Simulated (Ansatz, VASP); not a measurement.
**One calculation of Cu, two programs**

File INCAR:

```
ALGO = Normal
EDIFF = 1E-6
ENCUT = 520
GGA = PS
ISIF = 2
ISMEAR = 1
LASPH = True
LCHARG = True
LELF = True
LREAL = False
LVHAR = True
LWAVE = False
NBANDS = 12
NELM = 80
PREC = Accurate
SIGMA = 0.1
```

The input KPOINTS:

```
k-points
0
Gamma
  1 5 1
```

File POSCAR:

```
Cu
1.0
   11.5702540000      0.0000000000      0.0000000000
    0.0000000000      2.2382120000      0.0000000000
   -4.5956240000      0.0000000000     21.7433880000
Cu
1
Direct
    0.5000000000      0.5000000000      0.5000000000
```

Input for Ansatz:

```yaml
crystal:
  lattice:
    - [11.570254, 0.0, 0.0]
    - [0.0, 2.238212, 0.0]
    - [-4.595624, 0.0, 21.743388]
  atoms:
    - { symbol: Cu, position: [0.5, 0.5, 0.5] }
basis:
  ecutwfc: 557.833418042754
kpoints:
  mp_grid:
    grid: [1, 5, 1]
hamiltonian:
  xc: pbesol
scf:
  occupations:
    method: cold
output:
  forces: true
  stress: true
```

Alike in both runs: task single point; functional PBEsol; k mesh 1 × 5 × 1; no spin polarisation.

|  | VASP | Ansatz |
| --- | --- | --- |
| version | VASP 6.6.1 | Ansatz 0.2.0 |
| potentials or method | VASP PAW PBE potentials, release 64 (Cu), cutoff 520 eV | plane waves, PAW |
| occupations | methfessel-paxton of order 1, width 0.1 eV | cold |
| valence electrons in the cell | 11 | 19 |

```csv
,VASP,Ansatz,Ansatz less VASP
pressure (GPa),0.0,0.0,-0.02
```

VASP's potentials were made for PBE, not for PBEsol. VASP's potentials hold 11 valence electrons a cell and Ansatz's 19, so a difference there can come from the potentials and not from the codes.

The k mesh is coarse, so the values compare programs but aren't converged.
